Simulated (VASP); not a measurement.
# Pb (P6_3/mmc) in VASP: further runs

The runs below take Pb through single point, with PBE.

Program: VASP 6.6.1. These are calculated values, not measurements. Logs are shortened: lines on timing, memory, paths and dates and some standing lists are left out, and cuts for length are marked.

**1. The cell of the first run**

It takes space group P6_3/mmc (No. 194, hexagonal). Conventional cell: a = 3.510 Å, b = 3.510 Å, c = 11.368 Å, α = 90.00°, β = 90.00°, γ = 120.00°. Within 4.6 Å of Pb (site symmetry -3m) lie 12 Pb at 3.49 to 3.51 Å. Within 4.6 Å of Pb (site symmetry -6m2) lie 12 Pb at 3.49 to 3.51 Å.

**2. Single point, PBE**

The input, INCAR:

```
SYSTEM = Pb
ALGO = Normal
EDIFF = 1E-6
ENCUT = 520
GGA = PE
ISIF = 2
ISMEAR = -1
LASPH = .TRUE.
LCHARG = .TRUE.
LELF = .TRUE.
LREAL = .FALSE.
LVHAR = .TRUE.
LWAVE = .FALSE.
NBANDS = 36
NELM = 80
PREC = Accurate
SIGMA = 0.1
```

The input, KPOINTS:

```
k-points
0
G
  10 10 3
  0 0 0
```

The input, POSCAR:

```
Pb
1.0
    3.5103130401      0.0000000000      0.0000000000
   -1.7551565201      3.0400202680      0.0000000000
    0.0000000000      0.0000000000     11.3680104113
Pb
4
Direct
    0.0000000000      0.0000000000      0.0000000000
    0.0000000000      0.0000000000      0.5000000000
    0.3333333333      0.6666666667      0.2500000000
    0.6666666667      0.3333333333      0.7500000000
```

Potentials or basis: VASP PAW PBE potentials, release 64 (Pb_d).

Run with:

```
$ cat potpaw_PBE.64/Pb_d/POTCAR > POTCAR
$ mpirun -np 1 vasp_std > vasp.out
```

OUTCAR:

```text
SYSTEM = Pb
   EDIFF = 1E-6
   ENCUT = 520
   GGA = PE
   ISIF = 2
   ISMEAR = -1
   LASPH = .TRUE.
   LREAL = .FALSE.
   NELM = 80
   PREC = Accurate

 ion  position               nearest neighbor table
   1  0.000  0.000  0.000-   3 3.49   4 3.49   4 3.49   3 3.49   4 3.49   3 3.49
   2  0.000  0.000  0.500-   3 3.49   4 3.49   4 3.49   3 3.49   4 3.49   3 3.49
   3  0.333  0.667  0.250-   1 3.49   2 3.49   1 3.49   2 3.49   1 3.49   2 3.49
   4  0.667  0.333  0.750-   1 3.49   2 3.49   1 3.49   2 3.49   1 3.49   2 3.49

  LATTYP: Found a hexagonal cell.
 ALAT       =     3.5103130401
 C/A-ratio  =     3.2384605821

  Lattice vectors:

 A1 = (   3.5103130401,   0.0000000000,   0.0000000000)
 A2 = (  -1.7551565201,   3.0400202680,   0.0000000000)
 A3 = (   0.0000000000,   0.0000000000,  11.3680104113)

Analysis of symmetry for initial positions (statically):
=====================================================================
 Subroutine PRICEL returns:
 Original cell was already a primitive cell.

 Routine SETGRP: Setting up the symmetry group for a
 hexagonal supercell.

 Subroutine GETGRP returns: Found 24 space group operations
 (whereof 12 operations were pure point group operations)
 out of a pool of 24 trial point group operations.

The static configuration has the point symmetry D_3d.
 The point group associated with its full space group is D_6h.

Analysis of symmetry for dynamics (positions and initial velocities):
=====================================================================
 Subroutine PRICEL returns:
 Original cell was already a primitive cell.

 Routine SETGRP: Setting up the symmetry group for a
 hexagonal supercell.

 Subroutine GETGRP returns: Found 24 space group operations
 (whereof 12 operations were pure point group operations)
 out of a pool of 24 trial point group operations.

The dynamic configuration has the point symmetry D_3d.
 The point group associated with its full space group is D_6h.

 Subroutine INISYM returns: Found 24 space group operations
 (whereof 12 operations are pure point group operations),
 and found     1 'primitive' translations

----------------------------------------------------------------------------------------

                                     Primitive cell

  volume of cell :     121.3128

  direct lattice vectors                    reciprocal lattice vectors
     3.510313040  0.000000000  0.000000000     0.284874878  0.164472588  0.000000000
    -1.755156520  3.040020268  0.000000000     0.000000000  0.328945175  0.000000000
     0.000000000  0.000000000 11.368010411     0.000000000  0.000000000  0.087966140

  length of vectors
     3.510313040  3.510313040 11.368010411     0.328945175  0.328945175  0.087966140

  position of ions in fractional coordinates (direct lattice)
     0.000000000  0.000000000  0.000000000
     0.000000000  0.000000000  0.500000000
     0.333333333  0.666666667  0.250000000
     0.666666667  0.333333333  0.750000000

  ion indices of the primitive-cell ions
   primitive index   ion index
                 1           1
                 2           2
                 3           3
                 4           4

----------------------------------------------------------------------------------------

 KPOINTS: k-points

Automatic generation of k-mesh.
 Grid dimensions read from file:
 generate k-points for:   10   10    3

 Generating k-lattice:

  Cartesian coordinates                     Fractional coordinates (reciprocal lattice)
     0.028487488  0.016447259  0.000000000     0.100000000  0.000000000  0.000000000
     0.000000000  0.032894518  0.000000000     0.000000000  0.100000000  0.000000000
     0.000000000  0.000000000  0.029322047     0.000000000  0.000000000  0.333333333

  Length of vectors
     0.032894518  0.032894518  0.029322047

  Shift w.r.t. Gamma in fractional coordinates (k-lattice)
     0.000000000  0.000000000  0.000000000

 Subroutine IBZKPT returns following result:
 ===========================================

 Found     28 irreducible k-points:

 Following reciprocal coordinates:
            Coordinates               Weight
  0.000000  0.000000  0.000000      1.000000
  0.100000  0.000000  0.000000      6.000000
  0.200000  0.000000  0.000000      6.000000
  0.300000  0.000000  0.000000      6.000000
  0.400000  0.000000  0.000000      6.000000
  0.500000  0.000000  0.000000      3.000000
[... 16 lines left out ...]
  0.300000  0.100000  0.333333     24.000000
  0.400000  0.100000  0.333333     24.000000
 [... further k-points ...]
   k-points           NKPTS =     28   k-points in BZ     NKDIM =     28   number of bands    NBANDS=     36
   number of dos      NEDOS =    301   number of ions     NIONS =      4
   total plane-waves  NPLWV =  70560
   dimension x,y,z NGX =    28 NGY =   28 NGZ =   90
   dimension x,y,z NGXF=    56 NGYF=   56 NGZF=  180
   ions per type =               4
   NGX,Y,Z   is equivalent  to a cutoff of  13.26, 13.26, 13.16 a.u.
   NGXF,Y,Z  is equivalent  to a cutoff of  26.52, 26.52, 26.32 a.u.
 SYSTEM =  Pb
   PREC   = accura    normal or accurate (medium, high low for compatibility)
   ISTART =      0    job   : 0-new  1-cont  2-samecut
   ICHARG =      2    charge: 1-file 2-atom 10-const
   ISPIN  =      1    spin polarized calculation?
   LNONCOLLINEAR =      F non collinear calculations
   LSORBIT =      F    spin-orbit coupling
   LASPH  =      T    aspherical Exc in radial PAW
   ENCUT  =  520.0 eV  38.22 Ry    6.18 a.u.   6.53  6.53 21.14*2*pi/ulx,y,z
   NELM   =     80;   NELMIN=  2; NELMDL= -5     # of ELM steps
   EDIFF  = 0.1E-05   stopping-criterion for ELM
   LREAL  =      F    real-space projection
   EDIFFG = 0.1E-04   stopping-criterion for IOM
   NSW    =      0    number of steps for IOM
   IBRION =     -1    ionic relax: 0-MD 1-quasi-New 2-CG
   NFREE  =      0    steps in history (QN), initial steepest desc. (CG)
   ISIF   =      2    stress and relaxation
   ISYM   =      2    0-nonsym 1-usesym 2-fastsym
   POTIM  = 0.5000    time-step for ionic-motion
   TEBEG  =    0.0;   TEEND  =   0.0 temperature during run
   PSTRESS=    0.0 pullay stress
   NELECT =      56.0000    total number of electrons
   NUPDOWN=      -1.0000    fix difference up-down
   EMIN   =  10.00;   EMAX   =-10.00  energy-range for DOS
   EFERMI =   0.00;   METHOD = LEGACY
   ISMEAR =    -1;   SIGMA  =   0.10  broadening in eV -4-tet -1-fermi 0-gaus
   EFERMI_NEDOS =   21; number of points for ismear=-14 and -15
   IALGO  =     38    algorithm
   IMIX   =      4    mixing-type and parameters
     AMIX     =   0.40;   BMIX     =  1.00
     AMIX_MAG =   1.60;   BMIX_MAG =  1.00
  volume/ion in A,a.u.               =      30.33       204.66
  Fermi-wavevector in a.u.,A,eV,Ry     =   1.265227  2.390933 21.780210  1.600800
  Thomas-Fermi vector in A             =   2.398491
   LORBIT       =      0    0 simple, 1 ext, 2 COOP (PROOUT), +10 PAW based schemes
   GGA     = PE    functional components
   LHFCALC =     F    Hartree Fock is set to
   AEXX    =    0.0000 exact exchange contribution
   IVDW    =     0    specifies the selected vdW correction
   LEPSILON=     F    determine dielectric tensor
   LRPA    =     F    only Hartree local field effects (RPA)
 non-spin polarized calculation
  energy-cutoff  :      520.00
  volume of cell :      121.31
 maximum number of plane-waves:      3318
 NGX is ok and might be reduce to    28
   NGX = 13   NGY = 13   NGZ = 43

 number of electron      56.0000013 magnetization

 Free energy of the ion-electron system (eV)
  ---------------------------------------------------
  ext. energy  EPLUGINS =         0.00000000
  ---------------------------------------------------
  free energy    TOTEN  =       -14.20368228 eV

  energy without entropy =      -14.12442973  energy(sigma->0) =      -14.16405600

 E-fermi :   7.2681     XC(G=0): -10.1860

 val. band max:        7.2617716407   @ k =   0.5000   0.0000   0.0000
 cond. band min:       7.3398036486   @ k =   0.2000   0.1000   0.0000
 fundamental gap:      0.0780320079
 Fermi energy:         7.2680964051

 k-point     1 :       0.0000    0.0000    0.0000
  band No.  band energies     occupation
      1      -9.8299      2.00000
      2      -9.8110      2.00000
      3      -9.8009      2.00000
      4      -9.7956      2.00000
      5      -9.7939      2.00000
      6      -9.7939      2.00000
[... 28 lines left out ...]
     35      14.5916      0.00000
     36      14.8789      0.00000

 k-point     2 :       0.1000    0.0000    0.0000
  band No.  band energies     occupation
      1      -9.8249      2.00000
      2      -9.8179      2.00000
      3      -9.8040      2.00000
      4      -9.7930      2.00000
      5      -9.7905      2.00000
      6      -9.7877      2.00000
[... 28 lines left out ...]
     35      14.6182      0.00000
     36      14.7462      0.00000

 k-point     3 :       0.2000    0.0000    0.0000
  band No.  band energies     occupation
      1      -9.8590      2.00000
      2      -9.8317      2.00000
      3      -9.8263      2.00000
      4      -9.7869      2.00000
      5      -9.7802      2.00000
      6      -9.7598      2.00000
[... 28 lines left out ...]
     35      13.6670      0.00000
     36      14.3733      0.00000
[... 742 lines left out ...]
 k-point    23 :       0.3000    0.1000    0.3333
  band No.  band energies     occupation
      1      -9.8918      2.00000
      2      -9.8762      2.00000
      3      -9.8274      2.00000
      4      -9.8095      2.00000
      5      -9.7972      2.00000
      6      -9.7900      2.00000
[... 28 lines left out ...]
     35      11.8204      0.00000
     36      12.5106      0.00000

 k-point    24 :       0.4000    0.1000    0.3333
  band No.  band energies     occupation
      1      -9.9110      2.00000
      2      -9.8938      2.00000
      3      -9.8450      2.00000
      4      -9.8318      2.00000
      5      -9.8035      2.00000
      6      -9.7905      2.00000
[... 28 lines left out ...]
     35      11.0480      0.00000
     36      11.8029      0.00000

 [... further k-points ...]

------------------------ aborting loop because EDIFF is reached ----------------------------------------

  FORCE on cell =-STRESS in cart. coord.  units (eV):
  Direction    XX          YY          ZZ          XY          YZ          ZX
  --------------------------------------------------------------------------------------
  -------------------------------------------------------------------------------------
  Total        1.6384401      1.6384401      1.6740234     -0.0000000      0.0000000      0.0000000
  in kB       21.6388588     21.6388588     22.1088070     -0.0000000      0.0000000      0.0000000
  external PRESSURE =      21.7955082 kB  Pullay stress =       0.0000000 kB

 VOLUME and BASIS-vectors are now :
 -----------------------------------------------------------------------------
  energy-cutoff  :      520.00
  volume of cell :      121.31
      direct lattice vectors                 reciprocal lattice vectors
     3.510313040  0.000000000  0.000000000     0.284874878  0.164472588  0.000000000
    -1.755156520  3.040020268  0.000000000     0.000000000  0.328945175  0.000000000
     0.000000000  0.000000000 11.368010411     0.000000000  0.000000000  0.087966140

 POSITION                                       TOTAL-FORCE (eV/Angst)
 -----------------------------------------------------------------------------------
      0.00000      0.00000      0.00000        -0.000000      0.000000     -0.000000
      0.00000      0.00000      5.68401        -0.000000      0.000000     -0.000000
     -0.00000      2.02668      2.84200         0.000000     -0.000000      0.000000
      1.75516      1.01334      8.52601        -0.000000      0.000000      0.000000
 -----------------------------------------------------------------------------------
    total drift:                                0.000000     -0.000000      0.000000

  FREE ENERGIE OF THE ION-ELECTRON SYSTEM (eV)
  ---------------------------------------------------
  free  energy   TOTEN  =       -14.2036822787 eV

  energy  without entropy=      -14.1244297279  energy(sigma->0) =      -14.16405600
```

Run time: 67 s. Hardware: 1 thread of Intel Xeon 6975P-C (Granite Rapids), shared host; peak memory 0.28 GiB.

Results:

| Quantity | Value |
| --- | --- |
| Free energy | -14.2037 eV |
| Pressure | 2.2 GPa |
| Band gap on the k mesh | zero (band 28 reaches 12.86 eV, above the bottom of band 29 at 5.79 eV) |

Caveat: spin-orbit coupling is left out, which moves the levels of the heavy elements.

**3. Single point, PBE**

This run uses another cell than the first one, of 31.92 Å³/atom, 1.053 times its volume.

The input, INCAR:

```
ALGO = Normal
EDIFF = 1E-6
ENCUT = 520
GGA = PE
ISIF = 2
ISMEAR = -1
LASPH = True
LCHARG = False
LREAL = False
LWAVE = False
NBANDS = 36
NELM = 100
PREC = Accurate
SIGMA = 0.1
```

The input, KPOINTS:

```
k-points
0
Gamma
  10 10 3
```

The input, POSCAR:

```
Pb
1.0
    3.5733815866      0.0000000000      0.0000000000
   -1.7866907933      3.0946392314      0.0000000000
    0.0000000000      0.0000000000     11.5476539746
Pb
4
Direct
    0.0000000000      0.0000000000      0.0000000000
    0.0000000000      0.0000000000      0.5000000000
    0.3333333333      0.6666666667      0.2500000000
    0.6666666667      0.3333333333      0.7500000000
```

Potentials or basis: VASP PAW PBE potentials, release 64 (Pb_d).

Run with:

```
$ cat potpaw_PBE.64/Pb_d/POTCAR > POTCAR
$ mpirun -np 1 vasp_std > vasp.out
```

Run time: 75 s. Hardware: 1 thread of Intel Xeon 6975P-C (Granite Rapids), shared host; peak memory 0.28 GiB.

The run converged. Its results:

| Item | Value |
| --- | --- |
| Free energy | -14.2474 eV |
| Pressure | -0.1 GPa |
| Band gap on the k mesh | zero (band 28 reaches 11.99 eV, above the bottom of band 29 at 5.33 eV) |

Levels at points of the mesh, in eV from the Fermi level:
```tsv
k point	band 24	band 25	band 26	band 27	band 28	band 29	band 30	band 31	band 32	band 33
(0.00, 0.00, 0.00)	-7.99	-3.92	0.79	0.80	5.19	5.19	5.95	5.95	6.00	6.00
(0.50, 0.00, 0.00)	-6.93	-3.79	-3.49	-2.18	-1.68	0.04	0.81	1.93	3.23	3.24
```

Caveat: spin-orbit coupling is left out, which moves the levels of the heavy elements.

**4. Single point, PBE**

This run uses another cell than the first one, of 31.92 Å³/atom, 1.053 times its volume.

The input, INCAR:

```
SYSTEM = Pb
  PREC = Accurate
  ENCUT = 520
  EDIFF = 1E-6
  ISMEAR = -1
  SIGMA = 0.1
  LREAL = .False.
  LASPH = .True.
  NELM = 80
  ALGO = Normal
  ISIF = 2
  LWAVE = .False.
  LCHARG = .False.
  GGA = PE
  NBANDS = 36
```

The input, KPOINTS:

```
Automatic mesh
0
Gamma
  10 10 3
  0 0 0
```

POSCAR is that of step 3.

Run with:

```
$ cat potpaw_PBE.64/Pb_d/POTCAR > POTCAR
$ mpirun -np 1 vasp_std > vasp.out
```

Run time: 63 s. Hardware: 1 thread of Intel Xeon 6975P-C (Granite Rapids), shared host; peak memory 0.29 GiB.

It converged, with:

| Property | Result |
| --- | --- |
| Free energy | -14.2474 eV |
| Pressure | -0.1 GPa |
| Band gap on the k mesh | zero (band 28 reaches 11.99 eV, above the bottom of band 29 at 5.33 eV) |

Levels at points of the mesh, in eV from the Fermi level:
```tsv
k point	band 25	band 26	band 27	band 28	band 29	band 30	band 31	band 32
(0.00, 0.00, 0.00)	-3.92	0.79	0.80	5.19	5.19	5.95	5.95	6.00
(0.50, 0.00, 0.00)	-3.79	-3.49	-2.18	-1.68	0.04	0.81	1.93	3.23
```

Caveat: spin-orbit coupling is left out, which moves the levels of the heavy elements.
